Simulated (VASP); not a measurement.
# Ir (Fm-3m) in VASP: notebook, part 2 of 2

VASP 6.6.1. The steps go on from the part before.

## 3. Single point, PBE

The input, INCAR:

```
SYSTEM = Ir
ALGO     = Normal         ! electronic algorithm
EDIFF    = 1E-6           ! SCF threshold, eV
ENCUT    = 520            ! plane-wave cutoff, eV
GGA      = PE             ! functional
ISIF     = 2              ! what is computed and relaxed
ISMEAR   = 0              ! smearing method
LASPH    = .TRUE.         ! aspherical terms in the spheres
LCHARG   = .FALSE.        ! write CHGCAR
LREAL    = .FALSE.        ! projectors in reciprocal space
LWAVE    = .FALSE.        ! write WAVECAR
NBANDS   = 10             ! bands
NELM     = 80             ! most SCF steps
PREC     = Accurate       ! precision mode
SIGMA    = 0.15           ! smearing width, eV
```

The input, KPOINTS:

```
k-points
0
G
  24 24 24
  0 0 0
```

The input, POSCAR:

```
Ir
1.0
    0.0000000000      1.9197000000      1.9197000000
    1.9197000000      0.0000000000      1.9197000000
    1.9197000000      1.9197000000      0.0000000000
Ir
1
Direct
    0.0000000000      0.0000000000      0.0000000000
```

Potentials or basis: VASP PAW PBE potentials, release 64 (Ir).

The run is started by

```console
$ cat potpaw_PBE.64/Ir/POTCAR > POTCAR
$ mpirun -np 1 vasp_std > vasp.out
```

OUTCAR:

```text
SYSTEM = Ir
   EDIFF = 1E-6
   ENCUT = 520
   GGA = PE
   ISIF = 2
   ISMEAR = 0
   LASPH = .TRUE.
   LREAL = .FALSE.
   NELM = 80
   PREC = Accurate

 ion  position               nearest neighbor table
   1  0.000  0.000  0.000-

  LATTYP: Found a face centered cubic cell.
 ALAT       =     3.8394000000

  Lattice vectors:

 A1 = (   0.0000000000,   1.9197000000,   1.9197000000)
 A2 = (   1.9197000000,   0.0000000000,   1.9197000000)
 A3 = (   1.9197000000,   1.9197000000,   0.0000000000)

Analysis of symmetry for initial positions (statically):
=====================================================================
 Subroutine PRICEL returns:
 Original cell was already a primitive cell.

 Routine SETGRP: Setting up the symmetry group for a
 face centered cubic supercell.

 Subroutine GETGRP returns: Found 48 space group operations
 (whereof 48 operations were pure point group operations)
 out of a pool of 48 trial point group operations.

The static configuration has the point symmetry O_h .

Analysis of symmetry for dynamics (positions and initial velocities):
=====================================================================
 Subroutine PRICEL returns:
 Original cell was already a primitive cell.

 Routine SETGRP: Setting up the symmetry group for a
 face centered cubic supercell.

 Subroutine GETGRP returns: Found 48 space group operations
 (whereof 48 operations were pure point group operations)
 out of a pool of 48 trial point group operations.

The dynamic configuration has the point symmetry O_h .

 Subroutine INISYM returns: Found 48 space group operations
 (whereof 48 operations are pure point group operations),
 and found     1 'primitive' translations

----------------------------------------------------------------------------------------

                                     Primitive cell
[... 111 lines left out ...]
  Fermi-wavevector in a.u.,A,eV,Ry     =   1.407923  2.660589 26.970118  1.982248
  Thomas-Fermi vector in A             =   2.530133
   LORBIT       =      0    0 simple, 1 ext, 2 COOP (PROOUT), +10 PAW based schemes
   GGA     = PE    functional components
   LHFCALC =     F    Hartree Fock is set to
   AEXX    =    0.0000 exact exchange contribution
   IVDW    =     0    specifies the selected vdW correction
   LEPSILON=     F    determine dielectric tensor
   LRPA    =     F    only Hartree local field effects (RPA)
 non-spin polarized calculation
 Gauss-broadening in eV      SIGMA  =   0.15
  energy-cutoff  :      520.00
  volume of cell :       14.15
 maximum number of plane-waves:       392
   NGX =  9   NGY =  9   NGZ =  9

 number of electron       9.0000000 magnetization

 Free energy of the ion-electron system (eV)
  ---------------------------------------------------
  ext. energy  EPLUGINS =         0.00000000
  ---------------------------------------------------
  free energy    TOTEN  =        -8.84376699 eV

  energy without entropy =       -8.83336288  energy(sigma->0) =       -8.83856493

 E-fermi :  10.4057     XC(G=0): -13.9870

 val. band max:       10.4056231885   @ k =   0.4167   0.0833   0.0417
 cond. band min:      10.4060613396   @ k =   0.3750   0.0417   0.0000
 fundamental gap:      0.0004381511
 Fermi energy:        10.4056734933

 k-point     1 :       0.0000    0.0000    0.0000
  band No.  band energies     occupation
      1      -0.7142      2.00000
      2       6.5206      2.00000
      3       6.5206      2.00000
      4       6.5206      2.00000
      5       9.2093      2.00000
      6       9.2093      2.00000
      7      24.7291      0.00000
      8      30.3151      0.00000
      9      30.3151      0.00000
     10      30.3151      0.00000
[... 287 lines left out ...]
 k-point    24 :       0.4583    0.0417    0.0000
  band No.  band energies     occupation
      1       2.3764      2.00000
      2       6.3856      2.00000
      3       6.5220      2.00000
      4       8.8415      2.00000
      5      11.2494      0.00000
      6      11.3693      0.00000
      7      18.3092      0.00000
      8      24.5784      0.00000
      9      30.2481      0.00000
     10      30.5977      0.00000

 [... further k-points ...]

------------------------ aborting loop because EDIFF is reached ----------------------------------------

  FORCE on cell =-STRESS in cart. coord.  units (eV):
  Direction    XX          YY          ZZ          XY          YZ          ZX
  --------------------------------------------------------------------------------------
  -------------------------------------------------------------------------------------
  Total        0.8558258      0.8558258      0.8558258      0.0000000     -0.0000000      0.0000000
  in kB       96.9093965     96.9093965     96.9093965      0.0000000     -0.0000000      0.0000000
  external PRESSURE =      96.9093965 kB  Pullay stress =       0.0000000 kB

 VOLUME and BASIS-vectors are now :
 -----------------------------------------------------------------------------
  energy-cutoff  :      520.00
  volume of cell :       14.15
      direct lattice vectors                 reciprocal lattice vectors
     0.000000000  1.919700000  1.919700000    -0.260457363  0.260457363  0.260457363
     1.919700000  0.000000000  1.919700000     0.260457363 -0.260457363  0.260457363
     1.919700000  1.919700000  0.000000000     0.260457363  0.260457363 -0.260457363

 POSITION                                       TOTAL-FORCE (eV/Angst)
 -----------------------------------------------------------------------------------
      0.00000      0.00000      0.00000         0.000000      0.000000      0.000000
 -----------------------------------------------------------------------------------
    total drift:                               -0.000000     -0.000000     -0.000000

  FREE ENERGIE OF THE ION-ELECTRON SYSTEM (eV)
  ---------------------------------------------------
  free  energy   TOTEN  =        -8.8437669884 eV

  energy  without entropy=       -8.8333628773  energy(sigma->0) =       -8.83856493
```

stdout:

```text
POSCAR found type information on POSCAR Ir
 POSCAR found :  1 types and       1 ions
 scaLAPACK will be used
 LDA part: xc-table for (Slater+PW92), standard interpolation
 POSCAR, INCAR and KPOINTS ok, starting setup
 FFT: planning ... GRIDC
 FFT: planning ... GRID_SOFT
 FFT: planning ... GRID
 WAVECAR not read
 entering main loop
```

Run time: 79 s. Hardware: 1 thread of AMD EPYC, shared host; peak memory 0.14 GiB.

What came out:

```yaml
Free_energy: -8.8438 eV
Pressure: 9.7 GPa
```

Caveat: spin-orbit coupling is left out, which moves the levels of the heavy elements.

## 4. Single point, PBE

This run uses another cell than the first one: it holds 6 atoms, not 1.

The input, INCAR:

```
ALGO = Fast
EDIFF = 1E-6
ENCUT = 520
GGA = PE
ISIF = 2
ISMEAR = 0
LASPH = T
LCHARG = F
LREAL = F
LWAVE = F
NBANDS = 36
NELM = 100
PREC = Accurate
SIGMA = 0.15
```

The input, KPOINTS:

```
k-points
0
Gamma
  20 20 4
```

The input, POSCAR:

```
Ir
1.0
    1.9197000000     -1.9197000000      0.0000000000
    1.9197000000      0.0000000000     -1.9197000000
    7.6788000000      7.6788000000      7.6788000000
Ir
6
Direct
    0.6666666667      0.6666666667      0.1666666667
    0.0000000000      0.0000000000      0.0000000000
    0.3333333333      0.3333333333      0.3333333333
    0.6666666667      0.6666666667      0.6666666667
    0.0000000000      0.0000000000      0.5000000000
    0.3333333333      0.3333333333      0.8333333333
```

The run is started by

```console
$ cat potpaw_PBE.64/Ir/POTCAR > POTCAR
$ mpirun -np 1 vasp_std > vasp.out
```

Wall time 12 min (1 thread of Oxide Virtual Turin-like, shared host); peak memory 0.41 GiB.

Results (log left out):

| Property | Result |
| --- | --- |
| Free energy | -53.0731 eV |
| Pressure | 9.5 GPa |
| Band gap on the k mesh | zero (band 27 reaches 11.47 eV, above the bottom of band 28 at 8.64 eV) |

Levels at points of the mesh, in eV from the Fermi level:
```tsv
k point	band 24	band 25	band 26	band 27	band 28	band 29
(0.00, 0.00, 0.00)	-1.33	-1.33	-1.33	-1.33	-1.17	-1.17
(0.50, 0.00, 0.00)	0.92	0.93	1.01	1.01	1.20	1.20
(0.00, 0.00, 0.50)	-1.77	-1.25	-1.25	-1.25	-1.25	-0.99
(0.50, 0.00, 0.50)	0.50	0.95	0.95	1.09	1.09	1.34
```

Caveat: spin-orbit coupling is left out, which moves the levels of the heavy elements.

## 5. Overview

| cell | k mesh | gap on the mesh (eV) | pressure (GPa) |
| --- | --- | --- | --- |
| a = 2.715 Å, angles 60.0°, 1 atom | 22 × 22 × 22 | none | 9.7 |
| a = 2.715 Å, angles 60.0°, 1 atom | 24 × 24 × 24 | none | 9.7 |
| a = 2.715, b = 2.715, c = 13.300 Å, angles 90.0, 90.0, 60.0°, 6 atoms | 20 × 20 × 4 | none | 9.5 |

Alike in all rows: task single point; level PBE; potentials or basis VASP PAW PBE potentials, release 64 (Ir); no spin polarisation; cutoff (eV) 520; smearing gaussian 0.15 eV.

Caveats: spin-orbit coupling is left out, which moves the levels of the heavy elements.

Absolute energies hang on the potentials; compare differences alone.
